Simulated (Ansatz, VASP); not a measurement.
Cu in VASP and in Ansatz

```
CELL_PARAMETERS angstrom
0.00000 2.75833 2.75833
2.75833 0.00000 2.75833
2.75833 2.75833 0.00000
ATOMIC_POSITIONS crystal
Cu 0.12500 0.12500 0.12500
Cu 0.87500 0.87500 0.87500
```

Alike in both runs: task single point; functional RPBE; k mesh 11 × 11 × 11; occupations fermi-dirac, width 0.1 eV; no spin polarisation.

|  | VASP | Ansatz |
| --- | --- | --- |
| version | VASP 6.6.1 | Ansatz 0.2.0 |
| potentials or method | VASP PAW PBE potentials, release 64 (Cu), cutoff 520 eV | plane waves (420 eV) with PAW, scalar-relativistic |
| valence electrons in the cell | 22 | 38 |

```csv
,VASP,Ansatz,Ansatz less VASP
pressure (GPa),-1.5,-1.6,-0.12
```

VASP's potentials were made for PBE, not for RPBE. VASP's potentials hold 22 valence electrons a cell and Ansatz's 38, so a difference there can come from the potentials and not from the codes.
